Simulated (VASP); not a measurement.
# AlSn4 (Pm-3m) in VASP: notebook

Runs on AlSn4. Level: PBE. Tasks: single point, relaxation of cell and atoms.

Everything below comes from runs of VASP 6.6.1. Logs are shortened: lines on timing, memory, paths and dates and some standing lists are left out, and cuts for length are marked.

## Step 1: The cell of the first run

Symmetry: Pm-3m, No. 221, cubic system. The conventional cell has a = 5.326 Å, b = 5.326 Å, c = 5.326 Å, α = 90.00°, β = 90.00°, γ = 90.00°. Al (site symmetry m-3m) has 6 Sn at 2.66 Å within 3.5 Å. Within 3.5 Å of Sn (site symmetry 4/mmm) lie 2 Al at 2.66 Å. Sn (site symmetry m-3m) has 12 Sn at 3.77 Å and 8 Al at 4.61 Å within 4.9 Å.

The cell was generated, and may not be a known phase.

## Step 2: Single point, PBE

INCAR reads:

```
  ALGO = Fast
  EDIFF = 1E-6
  ENCUT = 520
  GGA = PE
  ISIF = 2
  ISMEAR = 0
  LASPH = True
  LCHARG = False
  LREAL = False
  LWAVE = False
  NBANDS = 38
  NELM = 100
  PREC = Accurate
  SIGMA = 0.1
```

KPOINTS reads:

```
k-points
0
Gamma
  8 8 8
```

POSCAR reads:

```
AlSn4
1.0
    5.3257183433      0.0000000000      0.0000000000
    0.0000000000      5.3257183433      0.0000000000
    0.0000000000      0.0000000000      5.3257183433
Al Sn
1 4
Direct
    0.5000000000      0.5000000000      0.5000000000
    0.0000000000      0.5000000000      0.5000000000
    0.5000000000      0.5000000000      0.0000000000
    0.5000000000      0.0000000000      0.5000000000
    0.0000000000      0.0000000000      0.0000000000
```

Potentials or basis: VASP PAW PBE potentials, release 64 (Al, Sn_d).

On the command line:

```sh
$ cat potpaw_PBE.64/Al/POTCAR potpaw_PBE.64/Sn_d/POTCAR > POTCAR
$ mpirun -np 1 vasp_std > vasp.out
```

OUTCAR:

```text
EDIFF = 1E-6
   ENCUT = 520
   GGA = PE
   ISIF = 2
   ISMEAR = 0
   LASPH = True
   LREAL = False
   NELM = 100
   PREC = Accurate

 ion  position               nearest neighbor table
   1  0.500  0.500  0.500-   2 2.66   3 2.66   4 2.66   3 2.66   4 2.66   2 2.66
   2  0.000  0.500  0.500-   1 2.66   1 2.66
   3  0.500  0.500  0.000-   1 2.66   1 2.66
   4  0.500  0.000  0.500-   1 2.66   1 2.66
   5  0.000  0.000  0.000-

  LATTYP: Found a simple cubic cell.
 ALAT       =     5.3257183433

  Lattice vectors:

 A1 = (   5.3257183433,   0.0000000000,   0.0000000000)
 A2 = (   0.0000000000,   5.3257183433,   0.0000000000)
 A3 = (   0.0000000000,   0.0000000000,   5.3257183433)

Analysis of symmetry for initial positions (statically):
=====================================================================
 Subroutine PRICEL returns:
 Original cell was already a primitive cell.

 Routine SETGRP: Setting up the symmetry group for a
 simple cubic supercell.

 Subroutine GETGRP returns: Found 48 space group operations
 (whereof 48 operations were pure point group operations)
 out of a pool of 48 trial point group operations.

The static configuration has the point symmetry O_h .

Analysis of symmetry for dynamics (positions and initial velocities):
=====================================================================
 Subroutine PRICEL returns:
 Original cell was already a primitive cell.

 Routine SETGRP: Setting up the symmetry group for a
 simple cubic supercell.

 Subroutine GETGRP returns: Found 48 space group operations
 (whereof 48 operations were pure point group operations)
 out of a pool of 48 trial point group operations.

The dynamic configuration has the point symmetry O_h .

 Subroutine INISYM returns: Found 48 space group operations
 (whereof 48 operations are pure point group operations),
 and found     1 'primitive' translations

----------------------------------------------------------------------------------------

                                     Primitive cell

  volume of cell :     151.0548

  direct lattice vectors                    reciprocal lattice vectors
     5.325718343  0.000000000  0.000000000     0.187768097  0.000000000  0.000000000
[... 86 lines left out ...]
   ISPIN  =      1    spin polarized calculation?
   LNONCOLLINEAR =      F non collinear calculations
   LSORBIT =      F    spin-orbit coupling
   LASPH  =      T    aspherical Exc in radial PAW
   ENCUT  =  520.0 eV  38.22 Ry    6.18 a.u.   9.90  9.90  9.90*2*pi/ulx,y,z
   NELM   =    100;   NELMIN=  2; NELMDL= -5     # of ELM steps
   EDIFF  = 0.1E-05   stopping-criterion for ELM
   LREAL  =      F    real-space projection
   EDIFFG = 0.1E-04   stopping-criterion for IOM
   NSW    =      0    number of steps for IOM
   IBRION =     -1    ionic relax: 0-MD 1-quasi-New 2-CG
   NFREE  =      0    steps in history (QN), initial steepest desc. (CG)
   ISIF   =      2    stress and relaxation
   ISYM   =      2    0-nonsym 1-usesym 2-fastsym
   POTIM  = 0.5000    time-step for ionic-motion
   TEBEG  =    0.0;   TEEND  =   0.0 temperature during run
   PSTRESS=    0.0 pullay stress
   NELECT =      59.0000    total number of electrons
   NUPDOWN=      -1.0000    fix difference up-down
   EMIN   =  10.00;   EMAX   =-10.00  energy-range for DOS
   EFERMI =   0.00;   METHOD = LEGACY
   ISMEAR =     0;   SIGMA  =   0.10  broadening in eV -4-tet -1-fermi 0-gaus
   EFERMI_NEDOS =   21; number of points for ismear=-14 and -15
   IALGO  =     68    algorithm
   IMIX   =      4    mixing-type and parameters
     AMIX     =   0.40;   BMIX     =  1.00
     AMIX_MAG =   1.60;   BMIX_MAG =  1.00
  volume/ion in A,a.u.               =      30.21       203.87
  Fermi-wavevector in a.u.,A,eV,Ry     =   1.196687  2.261411 19.484362  1.432060
  Thomas-Fermi vector in A             =   2.332621
   LORBIT       =      0    0 simple, 1 ext, 2 COOP (PROOUT), +10 PAW based schemes
   GGA     = PE    functional components
   LHFCALC =     F    Hartree Fock is set to
   AEXX    =    0.0000 exact exchange contribution
   IVDW    =     0    specifies the selected vdW correction
   LEPSILON=     F    determine dielectric tensor
   LRPA    =     F    only Hartree local field effects (RPA)
 non-spin polarized calculation
 RMM-DIIS sequential band-by-band and
 Gauss-broadening in eV      SIGMA  =   0.10
  energy-cutoff  :      520.00
  volume of cell :      151.05
 maximum number of plane-waves:      4088
 NGX is ok and might be reduce to    40
   NGX = 19   NGY = 19   NGZ = 19

 number of electron      59.0000066 magnetization

 Free energy of the ion-electron system (eV)
  ---------------------------------------------------
  ext. energy  EPLUGINS =         0.00000000
  ---------------------------------------------------
  free energy    TOTEN  =       -17.21739530 eV

  energy without entropy =      -17.19921397  energy(sigma->0) =      -17.20830464

 E-fermi :   5.8801     XC(G=0):  -9.4085

 val. band max:        5.8434395685   @ k =   0.5000   0.2500   0.0000
 cond. band min:       5.8858281828   @ k =   0.2500   0.2500   0.0000
 fundamental gap:      0.0423886143
 Fermi energy:         5.8800837923

 k-point     1 :       0.0000    0.0000    0.0000
  band No.  band energies     occupation
      1     -15.5931      2.00000
      2     -15.5896      2.00000
      3     -15.5896      2.00000
      4     -15.5896      2.00000
      5     -15.5867      2.00000
      6     -15.5867      2.00000
[... 973 lines left out ...]
     37      11.0392      0.00000
     38      11.4437      0.00000

 [... further k-points ...]
[... 5 lines left out ...]
  --------------------------------------------------------------------------------------
  -------------------------------------------------------------------------------------
  Total       -0.0727333     -0.0727333     -0.0727333      0.0000000     -0.0000000      0.0000000
  in kB       -0.7714522     -0.7714522     -0.7714522      0.0000000     -0.0000000      0.0000000
  external PRESSURE =      -0.7714522 kB  Pullay stress =       0.0000000 kB

 VOLUME and BASIS-vectors are now :
 -----------------------------------------------------------------------------
  energy-cutoff  :      520.00
  volume of cell :      151.05
      direct lattice vectors                 reciprocal lattice vectors
     5.325718343  0.000000000  0.000000000     0.187768097  0.000000000  0.000000000
     0.000000000  5.325718343  0.000000000     0.000000000  0.187768097  0.000000000
     0.000000000  0.000000000  5.325718343     0.000000000  0.000000000  0.187768097

 POSITION                                       TOTAL-FORCE (eV/Angst)
 -----------------------------------------------------------------------------------
      2.66286      2.66286      2.66286         0.000000      0.000000      0.000000
      0.00000      2.66286      2.66286         0.000000      0.000000      0.000000
      2.66286      2.66286      0.00000         0.000000      0.000000      0.000000
      2.66286      0.00000      2.66286         0.000000      0.000000      0.000000
      0.00000      0.00000      0.00000         0.000000      0.000000      0.000000
 -----------------------------------------------------------------------------------
    total drift:                               -0.000000     -0.000000     -0.000000

  FREE ENERGIE OF THE ION-ELECTRON SYSTEM (eV)
  ---------------------------------------------------
  free  energy   TOTEN  =       -17.2173953037 eV

  energy  without entropy=      -17.1992139688  energy(sigma->0) =      -17.20830464
```

OSZICAR:

```text
N       E                     dE             d eps       ncg     rms          rms(c)
DAV:   1     0.581253609338E+03    0.58125E+03   -0.28719E+04  2722   0.214E+03
DAV:   2     0.619062571371E+02   -0.51935E+03   -0.50897E+03  2660   0.577E+02
DAV:   3    -0.138407098297E+02   -0.75747E+02   -0.74279E+02  2990   0.190E+02
DAV:   4    -0.176285919849E+02   -0.37879E+01   -0.37633E+01  3060   0.464E+01
DAV:   5    -0.177619696686E+02   -0.13338E+00   -0.13335E+00  3778   0.858E+00    0.377E+00
RMM:   6    -0.172697952255E+02    0.49217E+00   -0.60090E-01  3116   0.384E+00    0.203E+00
RMM:   7    -0.172200011496E+02    0.49794E-01   -0.28948E-01  3063   0.215E+00    0.756E-01
RMM:   8    -0.172168405348E+02    0.31606E-02   -0.35030E-02  3345   0.119E+00    0.198E-01
RMM:   9    -0.172172992998E+02   -0.45876E-03   -0.13315E-02  3855   0.709E-01    0.131E-01
RMM:  10    -0.172172763884E+02    0.22911E-04   -0.33164E-03  3572   0.397E-01    0.634E-02
RMM:  11    -0.172173996271E+02   -0.12324E-03   -0.13272E-03  4300   0.188E-01    0.144E-02
RMM:  12    -0.172173913547E+02    0.82724E-05   -0.19520E-04  3391   0.752E-02    0.139E-02
RMM:  13    -0.172173958121E+02   -0.44574E-05   -0.61543E-05  3987   0.387E-02    0.405E-03
RMM:  14    -0.172173953037E+02    0.50843E-06   -0.92729E-06  2604   0.170E-02
   1 F= -.17217395E+02 E0= -.17208305E+02  d E =-.181813E-01
```

Run time: 71 s. Hardware: 1 thread of Intel Xeon 6975P-C (Granite Rapids), shared host; peak memory 0.32 GiB.

Results:

| Property | Result |
| --- | --- |
| Free energy | -17.2174 eV |
| Pressure | -0.1 GPa |
| Band gap on the k mesh | zero (an odd number of electrons rules out a gap without spin polarisation) |

Caveat: spin-orbit coupling is left out, which moves the levels of the heavy elements.

## Step 3: Relaxation of cell and atoms, PBE

This run uses another cell than the first one, of 30.27 Å³/atom.

INCAR reads:

```
SYSTEM = AlSn4
ALGO     = Fast           ! electronic algorithm
EDIFF    = 1E-7           ! SCF threshold, eV
EDIFFG   = -0.01          ! ionic threshold
ENCUT    = 600            ! plane-wave cutoff, eV
GGA      = PE             ! functional
IBRION   = 2              ! ionic algorithm
ISIF     = 3              ! what is computed and relaxed
ISMEAR   = 0              ! smearing method
LASPH    = .True.         ! aspherical terms in the spheres
LCHARG   = .False.        ! write CHGCAR
LREAL    = .False.        ! projectors in reciprocal space
LWAVE    = .False.        ! write WAVECAR
NELM     = 60             ! most SCF steps
NSW      = 100            ! ionic steps
PREC     = Accurate       ! precision mode
SIGMA    = 0.1            ! smearing width, eV
```

KPOINTS reads:

```
k-points
0
Gamma
  8 8 8
  0 0 0
```

POSCAR: that of step 2 with these lines changed.

```diff
@@ -2,5 +2,5 @@
 1.0
-    5.3257183433      0.0000000000      0.0000000000
-    0.0000000000      5.3257183433      0.0000000000
-    0.0000000000      0.0000000000      5.3257183433
+    5.3294347003      0.0000000000      0.0000000000
+    0.0000000000      5.3294347003      0.0000000000
+    0.0000000000      0.0000000000      5.3294347003
 Al Sn
```

Potentials or basis: VASP PAW PBE potentials, release 64 (Al, Sn_d).

On the command line:

```sh
$ cat potpaw_PBE.64/Al/POTCAR potpaw_PBE.64/Sn_d/POTCAR > POTCAR
$ mpirun -np 1 vasp_std > vasp.out
```

Run time: 3.7 min. Hardware: 1 thread of Intel Xeon 6975P-C (Granite Rapids), shared host; peak memory 0.45 GiB.

Results (log left out):

| Item | Value |
| --- | --- |
| Free energy | -17.2176 eV |
| Relaxed volume | 30.17 Å³/atom |
| Relaxed cell | a = 5.324 Å, b = 5.324 Å, c = 5.324 Å, α = 90.00°, β = 90.00°, γ = 90.00° |
| Space group after relaxing (to 0.1 Å) | Pm-3m (No. 221) |
| Energy gained by relaxing | 0.0 meV/atom |
| Ionic steps | 2 |
| Pressure after relaxing | 0.0 GPa |
| Band gap on the k mesh | zero (an odd number of electrons rules out a gap without spin polarisation) |

The path:
```csv
step,energy change (eV),largest force (eV/Å),pressure (GPa),volume (Å³)
1,0.0000,0.0000,-0.12,151.37
2,-0.0002,0.0000,0.02,150.87
```

Final structure:
```xyz
5
Lattice="5.3235 0.0000 0.0000 0.0000 5.3235 0.0000 0.0000 0.0000 5.3235" Properties=species:S:1:pos:R:3 pbc="T T T"
Al    2.6618    2.6618    2.6618
Sn    0.0000    2.6618    2.6618
Sn    2.6618    2.6618    0.0000
Sn    2.6618    0.0000    2.6618
Sn    0.0000    0.0000    0.0000
```

Levels at points of the mesh, in eV from the Fermi level:
| k point | band 27 | band 28 | band 29 | band 30 | band 31 | band 32 |
| --- | --- | --- | --- | --- | --- | --- |
| (0.00, 0.00, 0.00) | -3.71 | 0.23 | 0.23 | 0.23 | 0.45 | 1.52 |
| (0.50, 0.00, 0.00) | -2.54 | -1.24 | -1.24 | 0.15 | 1.08 | 1.35 |
| (0.50, 0.50, 0.00) | -1.11 | -0.91 | -0.91 | -0.11 | -0.11 | 0.33 |
| (0.50, 0.50, 0.50) | -3.31 | -3.31 | 2.11 | 2.11 | 3.70 | 3.71 |

Caveat: spin-orbit coupling is left out, which moves the levels of the heavy elements.

The gap in the log of VASP goes by the Fermi energy; the results here count the filled bands.